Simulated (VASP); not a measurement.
**Ge: single point with PBEsol**

Ge:

```
Ge
1.0
    -1.24131    1.24131    1.24131
     1.24131   -1.24131    1.24131
     1.24131    1.24131   -1.24131
Ge
1
Direct
  0.00000 0.00000 0.00000
```

| Property | Result |
| --- | --- |
| Program | VASP 6.6.1 |
| Task | single point |
| Functional | PBEsol |
| Potentials or basis | VASP PAW PBE potentials, release 64 (Ge_d) |
| Cutoff | 520 eV |
| k mesh | 21 × 21 × 21 |
| Occupations | fermi-dirac, width 0.1 eV |
| Spin | no spin polarisation |
| Dipole correction | no |
| Further INCAR settings | ALGO = Normal; EDIFF = 1e-06; NBANDS = 13 |

```
Pressure               : 473.1 GPa
Band gap on the k mesh : zero (band 7 reaches 42.94 eV, above the bottom of band 8 at 16.37 eV)
```

Levels at points of the mesh, in eV from the Fermi level:
```
           k point  band 3  band 4  band 5  band 6  band 7  band 8  band 9  band 10  band 11  band 12
(0.00, 0.00, 0.00)  -27.09  -26.24  -26.24  -24.93   21.14   21.14   21.14    23.91    23.91    23.91
```

It took 11 s on 1 thread of Intel Xeon 6975P-C, on a shared host, peak memory 0.14 GiB.

Caveat: the PAW data sets were made with another functional, which shifts forces and pressure a little.
